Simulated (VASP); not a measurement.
# TiCo3 (Pm-3m) in VASP: notebook

TiCo3 is run at these levels: r2SCAN; tasks: single point.

All numbers are computed with VASP 6.6.1; they aren't measurements. Logs are shortened: lines on timing, memory, paths and dates and some standing lists are left out, and cuts for length are marked.

### 1 The cell of the first run

The structure is cubic, space group Pm-3m (No. 221). The conventional cell has a = 3.476 Å, b = 3.476 Å, c = 3.476 Å, α = 90.00°, β = 90.00°, γ = 90.00°. Within 3.2 Å of Ti (site symmetry m-3m) lie 12 Co at 2.46 Å. Within 3.2 Å of Co (site symmetry 4/mmm) lie 4 Ti at 2.46 Å and 8 Co at 2.46 Å.

### 2 Single point, r2SCAN, collinear spin, ferrimagnetic start (volume scaled by 0.91)

The input, POSCAR:

```
TiCo3
1.0
    3.4761847002      0.0000000000      0.0000000000
    0.0000000000      3.4761847002      0.0000000000
    0.0000000000      0.0000000000      3.4761847002
Ti Co
1 3
Direct
    0.0000000000      0.0000000000      0.0000000000
    0.0000000000      0.5000000000      0.5000000000
    0.5000000000      0.0000000000      0.5000000000
    0.5000000000      0.5000000000      0.0000000000
```

The input, INCAR.step1:

```
SYSTEM = TiCo3
PREC = Accurate ; ENCUT = 520
ISMEAR = 0 ; SIGMA = 0.1
LREAL = .FALSE. ; LASPH = .TRUE.
NELM = 150 ; ISPIN = 2
MAGMOM = -0.7 1.46 1.46 1.46 ; LMAXMIX = 4
NBANDS = 32 ; GGA = PE
ALGO = Normal ; EDIFF = 1E-4
LWAVE = .TRUE. ; LCHARG = .FALSE.
```

The input, INCAR.step2:

```
SYSTEM = TiCo3
PREC = Accurate ; ENCUT = 520
EDIFF = 1E-6 ; ISMEAR = 0
SIGMA = 0.1 ; LREAL = .FALSE.
LASPH = .TRUE. ; NELM = 150
ALGO = Normal ; ISIF = 2
LWAVE = .FALSE. ; LCHARG = .FALSE.
ISPIN = 2 ; MAGMOM = -0.7 1.46 1.46 1.46
LORBIT = 11 ; LMAXMIX = 4
METAGGA = R2SCAN ; LMIXTAU = .TRUE.
NBANDS = 32 ; ISTART = 1
```

The input, KPOINTS:

```
Automatic mesh
0
G
  12 12 12
  0 0 0
```

Potentials or basis: VASP PAW PBE potentials, release 64 (Ti_sv, Co).

Run with:

```bash
$ cat potpaw_PBE.64/Ti_sv/POTCAR potpaw_PBE.64/Co/POTCAR > POTCAR
$ cp INCAR.step1 INCAR
$ mpirun -np 1 vasp_std > vasp.out
$ cp INCAR.step2 INCAR
$ mpirun -np 1 vasp_std > vasp.out
```

OUTCAR:

```text
SYSTEM = TiCo3
   PREC = Accurate
   ENCUT = 520
   EDIFF = 1E-6
   ISMEAR = 0
   LREAL = .FALSE.
   LASPH = .TRUE.
   NELM = 150
   ISIF = 2
   ISPIN = 2
   LORBIT = 11
   METAGGA = R2SCAN
   ISTART = 1

 ion  position               nearest neighbor table
   1  0.000  0.000  0.000-   2 2.46   3 2.46   4 2.46   2 2.46   3 2.46   2 2.46   4 2.46   2 2.46
                             3 2.46   4 2.46   3 2.46   4 2.46
   2  0.000  0.500  0.500-   1 2.46   3 2.46   4 2.46   1 2.46   4 2.46   1 2.46   3 2.46   1 2.46
                             3 2.46   4 2.46   4 2.46   3 2.46
   3  0.500  0.000  0.500-   1 2.46   2 2.46   4 2.46   1 2.46   4 2.46   2 2.46   4 2.46   4 2.46
                             1 2.46   2 2.46   1 2.46   2 2.46
   4  0.500  0.500  0.000-   1 2.46   2 2.46   3 2.46   2 2.46   3 2.46   1 2.46   3 2.46   3 2.46
                             1 2.46   2 2.46   2 2.46   1 2.46

  LATTYP: Found a simple cubic cell.
 ALAT       =     3.4761847002

  Lattice vectors:

 A1 = (   3.4761847002,   0.0000000000,   0.0000000000)
 A2 = (   0.0000000000,   3.4761847002,   0.0000000000)
 A3 = (   0.0000000000,   0.0000000000,   3.4761847002)

Analysis of symmetry for initial positions (statically):
=====================================================================
 Subroutine PRICEL returns:
 Original cell was already a primitive cell.

 Routine SETGRP: Setting up the symmetry group for a
 simple cubic supercell.

 Subroutine GETGRP returns: Found 48 space group operations
 (whereof 48 operations were pure point group operations)
 out of a pool of 48 trial point group operations.

The static configuration has the point symmetry O_h .

Analysis of symmetry for dynamics (positions and initial velocities):
=====================================================================
 Subroutine PRICEL returns:
 Original cell was already a primitive cell.

 Routine SETGRP: Setting up the symmetry group for a
 simple cubic supercell.

 Subroutine GETGRP returns: Found 48 space group operations
 (whereof 48 operations were pure point group operations)
 out of a pool of 48 trial point group operations.

The dynamic configuration has the point symmetry O_h .

Analysis of structural, dynamic, and magnetic symmetry:
=====================================================================
 Subroutine PRICEL returns:
 Original cell was already a primitive cell.

 Routine SETGRP: Setting up the symmetry group for a
 simple cubic supercell.

 Subroutine GETGRP returns: Found 48 space group operations
 (whereof 48 operations were pure point group operations)
 out of a pool of 48 trial point group operations.

The overall configuration has the point symmetry O_h .

 Subroutine INISYM returns: Found 48 space group operations
 (whereof 48 operations are pure point group operations),
 and found     1 'primitive' translations

----------------------------------------------------------------------------------------

                                     Primitive cell

  volume of cell :      42.0057

  direct lattice vectors                    reciprocal lattice vectors
     3.476184700  0.000000000  0.000000000     0.287671711  0.000000000  0.000000000
     0.000000000  3.476184700  0.000000000     0.000000000  0.287671711  0.000000000
     0.000000000  0.000000000  3.476184700     0.000000000  0.000000000  0.287671711

  length of vectors
     3.476184700  3.476184700  3.476184700     0.287671711  0.287671711  0.287671711

  position of ions in fractional coordinates (direct lattice)
     0.000000000  0.000000000  0.000000000
     0.000000000  0.500000000  0.500000000
     0.500000000  0.000000000  0.500000000
     0.500000000  0.500000000  0.000000000

  ion indices of the primitive-cell ions
   primitive index   ion index
                 1           1
                 2           2
                 3           3
                 4           4

----------------------------------------------------------------------------------------

 KPOINTS: Automatic mesh

Automatic generation of k-mesh.
 Grid dimensions read from file:
[... 22 lines left out ...]
  0.000000  0.000000  0.000000      1.000000
  0.083333  0.000000  0.000000      6.000000
  0.166667  0.000000  0.000000      6.000000
  0.250000  0.000000  0.000000      6.000000
  0.333333  0.000000  0.000000      6.000000
  0.416667  0.000000  0.000000      6.000000
[... 16 lines left out ...]
  0.333333  0.333333  0.000000     12.000000
  0.416667  0.333333  0.000000     24.000000
 [... further k-points ...]
   k-points           NKPTS =     84   k-points in BZ     NKDIM =     84   number of bands    NBANDS=     32
   number of dos      NEDOS =    301   number of ions     NIONS =      4
   total plane-waves  NPLWV =  21952
   dimension x,y,z NGX =    28 NGY =   28 NGZ =   28
   dimension x,y,z NGXF=    56 NGYF=   56 NGZF=   56
   ions per type =               1   3
   NGX,Y,Z   is equivalent  to a cutoff of  13.39, 13.39, 13.39 a.u.
   NGXF,Y,Z  is equivalent  to a cutoff of  26.78, 26.78, 26.78 a.u.
 SYSTEM =  TiCo3
   PREC   = accura    normal or accurate (medium, high low for compatibility)
   ISTART =      1    job   : 0-new  1-cont  2-samecut
   ICHARG =      0    charge: 1-file 2-atom 10-const
   ISPIN  =      2    spin polarized calculation?
   LNONCOLLINEAR =      F non collinear calculations
   LSORBIT =      F    spin-orbit coupling
   LASPH  =      T    aspherical Exc in radial PAW
   ENCUT  =  520.0 eV  38.22 Ry    6.18 a.u.   6.46  6.46  6.46*2*pi/ulx,y,z
   NELM   =    150;   NELMIN=  2; NELMDL=  0     # of ELM steps
   EDIFF  = 0.1E-05   stopping-criterion for ELM
   LREAL  =      F    real-space projection
   EDIFFG = 0.1E-04   stopping-criterion for IOM
   NSW    =      0    number of steps for IOM
   IBRION =     -1    ionic relax: 0-MD 1-quasi-New 2-CG
   NFREE  =      0    steps in history (QN), initial steepest desc. (CG)
   ISIF   =      2    stress and relaxation
   ISYM   =      2    0-nonsym 1-usesym 2-fastsym
   POTIM  = 0.5000    time-step for ionic-motion
   TEBEG  =    0.0;   TEEND  =   0.0 temperature during run
   PSTRESS=    0.0 pullay stress
   NELECT =      39.0000    total number of electrons
   NUPDOWN=      -1.0000    fix difference up-down
   EMIN   =  10.00;   EMAX   =-10.00  energy-range for DOS
   EFERMI =   0.00;   METHOD = LEGACY
   ISMEAR =     0;   SIGMA  =   0.10  broadening in eV -4-tet -1-fermi 0-gaus
   EFERMI_NEDOS =   21; number of points for ismear=-14 and -15
   IALGO  =     38    algorithm
   IMIX   =      4    mixing-type and parameters
     AMIX     =   0.40;   BMIX     =  1.00
     AMIX_MAG =   1.60;   BMIX_MAG =  1.00
  volume/ion in A,a.u.               =      10.50        70.87
  Fermi-wavevector in a.u.,A,eV,Ry     =   1.597081  3.018045 34.703927  2.550667
  Thomas-Fermi vector in A             =   2.694743
   LORBIT       =     11    0 simple, 1 ext, 2 COOP (PROOUT), +10 PAW based schemes
   METAGGA = R2SCAN    functional components
   LHFCALC =     F    Hartree Fock is set to
   AEXX    =    0.0000 exact exchange contribution
   IVDW    =     0    specifies the selected vdW correction
   LEPSILON=     F    determine dielectric tensor
   LRPA    =     F    only Hartree local field effects (RPA)
 spin polarized calculation
 Gauss-broadening in eV      SIGMA  =   0.10
  energy-cutoff  :      520.00
  volume of cell :       42.01
 maximum number of plane-waves:      1148
 NGX is ok and might be reduce to    28
   NGX = 13   NGY = 13   NGZ = 13

 number of electron      38.9999960 magnetization      -0.0013915

 number of electron      38.9999960 magnetization       0.0013746

 Free energy of the ion-electron system (eV)
  ---------------------------------------------------
  ext. energy  EPLUGINS =         0.00000000
  ---------------------------------------------------
  free energy    TOTEN  =       -52.80916672 eV

  energy without entropy =      -52.78891512  energy(sigma->0) =      -52.79904092

 E-fermi :  11.3334     XC(G=0): -14.9882

 val. band max:       11.3333684601   @ k =   0.5000   0.3333   0.0000
 cond. band min:      11.3341922883   @ k =   0.5000   0.3333   0.0000
 fundamental gap:      0.0008238282
 Fermi energy:        11.3334002320

 spin component 1

 k-point     1 :       0.0000    0.0000    0.0000
  band No.  band energies     occupation
      1     -47.2555      1.00000
      2     -22.4946      1.00000
      3     -22.4946      1.00000
      4     -22.4946      1.00000
      5       2.5945      1.00000
      6       6.3884      1.00000
[... 805 lines left out ...]
     30      24.7987      0.00000
     31      25.2606      0.00000

 [... further k-points ...]

 spin component 2

 k-point     1 :       0.0000    0.0000    0.0000
  band No.  band energies     occupation
      1     -47.2560      1.00000
      2     -22.4951      1.00000
      3     -22.4951      1.00000
      4     -22.4951      1.00000
      5       2.5942      1.00000
      6       6.3888      1.00000
[... 805 lines left out ...]
     30      24.7989      0.00000
     31      25.2607      0.00000

 [... further k-points ...]

 [bands above 31 left out]

------------------------ aborting loop because EDIFF is reached ----------------------------------------

  FORCE on cell =-STRESS in cart. coord.  units (eV):
  Direction    XX          YY          ZZ          XY          YZ          ZX
  --------------------------------------------------------------------------------------
  -------------------------------------------------------------------------------------
  Total        3.9807344      3.9807344      3.9807344     -0.0000000     -0.0000000      0.0000000
  in kB      151.8326768    151.8326768    151.8326768     -0.0000000     -0.0000000      0.0000000
  external PRESSURE =     151.8326768 kB  Pullay stress =       0.0000000 kB

 VOLUME and BASIS-vectors are now :
 -----------------------------------------------------------------------------
  energy-cutoff  :      520.00
  volume of cell :       42.01
      direct lattice vectors                 reciprocal lattice vectors
     3.476184700  0.000000000  0.000000000     0.287671711  0.000000000  0.000000000
     0.000000000  3.476184700  0.000000000     0.000000000  0.287671711  0.000000000
     0.000000000  0.000000000  3.476184700     0.000000000  0.000000000  0.287671711

 POSITION                                       TOTAL-FORCE (eV/Angst)
 -----------------------------------------------------------------------------------
      0.00000      0.00000      0.00000         0.000000      0.000000      0.000000
      0.00000      1.73809      1.73809         0.000000      0.000000      0.000000
      1.73809      0.00000      1.73809         0.000000      0.000000      0.000000
      1.73809      1.73809      0.00000         0.000000      0.000000      0.000000
 -----------------------------------------------------------------------------------
    total drift:                                0.000000      0.000000      0.000000

  FREE ENERGIE OF THE ION-ELECTRON SYSTEM (eV)
  ---------------------------------------------------
  free  energy   TOTEN  =       -52.8091667236 eV

  energy  without entropy=      -52.7889151218  energy(sigma->0) =      -52.79904092

 total charge

# of ion       s       p       d       tot
------------------------------------------
    1        2.285   6.238   1.993  10.516
    2        0.576   0.621   7.391   8.588
    3        0.576   0.621   7.391   8.588
    4        0.576   0.621   7.391   8.588
--------------------------------------------------
tot          4.012   8.102  24.165  36.279

 magnetization (x)

# of ion       s       p       d       tot
------------------------------------------
    1       -0.000  -0.000  -0.000  -0.000
    2       -0.000  -0.000   0.001   0.001
    3       -0.000  -0.000   0.001   0.001
    4       -0.000  -0.000   0.001   0.001
--------------------------------------------------
tot         -0.000  -0.000   0.002   0.002
```

Wall time 15 min (1 thread of Intel Xeon 6975P-C (Granite Rapids), shared host); peak memory 0.3 GiB.

What came out:

```
Free energy                                           : -52.8092 eV
Pressure                                              : 15.2 GPa
Net moment                                            : 0.00 μB per cell
Valence electrons inside the program's atomic spheres : Ti 10.52; Co 8.59
```

Levels at points of the mesh, in eV from the Fermi level:
Spin up:
```
           k point  band 17  band 18  band 19  band 20  band 21  band 22  band 23  band 24
(0.00, 0.00, 0.00)     0.61     0.97     0.97     0.97     2.98     2.98     3.74     3.74
(0.50, 0.00, 0.00)    -0.65    -0.65    -0.55     0.06     0.97     1.44     1.44     2.30
(0.50, 0.50, 0.00)    -0.98    -0.98    -0.94    -0.57    -0.23     2.03     2.03     2.62
(0.50, 0.50, 0.50)    -0.10     0.70     0.70     0.70     0.91     0.91     0.91     2.59
```
Spin down:
| k point | band 17 | band 18 | band 19 | band 20 | band 21 | band 22 | band 23 | band 24 |
| --- | --- | --- | --- | --- | --- | --- | --- | --- |
| (0.00, 0.00, 0.00) | 0.61 | 0.97 | 0.97 | 0.97 | 2.98 | 2.98 | 3.74 | 3.74 |
| (0.50, 0.00, 0.00) | -0.65 | -0.65 | -0.55 | 0.06 | 0.97 | 1.44 | 1.44 | 2.30 |
| (0.50, 0.50, 0.00) | -0.97 | -0.97 | -0.94 | -0.57 | -0.23 | 2.03 | 2.03 | 2.62 |
| (0.50, 0.50, 0.50) | -0.10 | 0.70 | 0.70 | 0.70 | 0.91 | 0.91 | 0.91 | 2.59 |

Caveat: the cell differs from its parent crystal (volume scaled by 0.91); the PAW data sets were made with another functional, which shifts forces and pressure a little.

### 3 Single point, r2SCAN, collinear spin, ferrimagnetic start

This run uses another cell than the first one, of 10.63 Å³/atom, 1.012 times its volume.

The input, POSCAR:

```
TiCo3
1.0
    3.4905652483      0.0000000000      0.0000000000
    0.0000000000      3.4905652483      0.0000000000
    0.0000000000      0.0000000000      3.4905652483
Ti Co
1 3
Direct
    0.0000000000      0.0000000000      0.0000000000
    0.0000000000      0.5000000000      0.5000000000
    0.5000000000      0.0000000000      0.5000000000
    0.5000000000      0.5000000000      0.0000000000
```

The input, INCAR.step1:

```
SYSTEM = TiCo3
PREC     = Accurate       ! precision mode
ENCUT    = 520            ! plane-wave cutoff, eV
ISMEAR   = 0              ! smearing method
SIGMA    = 0.1            ! smearing width, eV
LREAL    = .FALSE.        ! projectors in reciprocal space
LASPH    = .TRUE.         ! aspherical terms in the spheres
NELM     = 150            ! most SCF steps
ISPIN    = 2              ! spin polarisation
MAGMOM   = -0.62 1.41 1.41 1.41 ! initial moments
LMAXMIX  = 4              ! l up to which the mixer works
NBANDS   = 32             ! bands
GGA      = PE             ! functional
ALGO     = Normal         ! electronic algorithm
EDIFF    = 1E-4           ! SCF threshold, eV
LWAVE    = .TRUE.         ! write WAVECAR
LCHARG   = .FALSE.        ! write CHGCAR
```

The input, INCAR.step2:

```
SYSTEM = TiCo3
PREC     = Accurate       ! precision mode
ENCUT    = 520            ! plane-wave cutoff, eV
EDIFF    = 1E-7           ! SCF threshold, eV
ISMEAR   = 0              ! smearing method
SIGMA    = 0.1            ! smearing width, eV
LREAL    = .FALSE.        ! projectors in reciprocal space
LASPH    = .TRUE.         ! aspherical terms in the spheres
NELM     = 150            ! most SCF steps
ALGO     = Normal         ! electronic algorithm
ISIF     = 2              ! what is computed and relaxed
LWAVE    = .FALSE.        ! write WAVECAR
LCHARG   = .TRUE.         ! write CHGCAR
ISPIN    = 2              ! spin polarisation
MAGMOM   = -0.62 1.41 1.41 1.41 ! initial moments
LORBIT   = 11             ! projections on sites
LMAXMIX  = 4              ! l up to which the mixer works
METAGGA  = R2SCAN         ! meta-GGA
LMIXTAU  = .TRUE.       
LELF     = .TRUE.         ! ELF
LVHAR    = .TRUE.       
NBANDS   = 32             ! bands
ISTART   = 1
```

KPOINTS is that of step 2.

Potentials or basis: VASP PAW PBE potentials, release 64 (Ti_sv, Co).

Run with:

```bash
$ cat potpaw_PBE.64/Ti_sv/POTCAR potpaw_PBE.64/Co/POTCAR > POTCAR
$ cp INCAR.step1 INCAR
$ mpirun -np 1 vasp_std > vasp.out
$ cp INCAR.step2 INCAR
$ mpirun -np 1 vasp_std > vasp.out
```

It took 16 min on 1 thread of Intel Xeon 6975P-C (Granite Rapids), shared host; peak memory 0.31 GiB.

It converged, with:

- Free energy: -52.8530 eV
- Pressure: 11.6 GPa
- Net moment: 0.00 μB per cell
- Valence electrons inside the program's atomic spheres: Ti 10.49; Co 8.56

Levels at points of the mesh, in eV from the Fermi level:
Spin up:
```
           k point  band 18  band 19  band 20  band 21  band 22  band 23
(0.00, 0.00, 0.00)     0.96     0.96     0.96     2.94     2.94     3.70
(0.50, 0.00, 0.00)    -0.63    -0.54     0.06     0.96     1.43     1.43
(0.50, 0.50, 0.00)    -0.96    -0.92    -0.56    -0.23     2.01     2.01
(0.50, 0.50, 0.50)     0.69     0.69     0.69     0.88     0.88     0.88
```
Spin down:
```
           k point  band 16  band 17  band 18  band 19  band 20  band 21  band 22  band 23  band 24  band 25
(0.00, 0.00, 0.00)    -0.14     0.60     0.96     0.96     0.96     2.94     2.94     3.70     3.70     3.70
(0.50, 0.00, 0.00)    -0.87    -0.63    -0.63    -0.54     0.06     0.96     1.43     1.43     2.27     2.89
(0.50, 0.50, 0.00)    -1.44    -0.96    -0.96    -0.92    -0.56    -0.23     2.01     2.01     2.57     2.57
(0.50, 0.50, 0.50)    -1.15    -0.09     0.69     0.69     0.69     0.88     0.88     0.88     2.55     2.55
```

Caveat: the PAW data sets were made with another functional, which shifts forces and pressure a little.
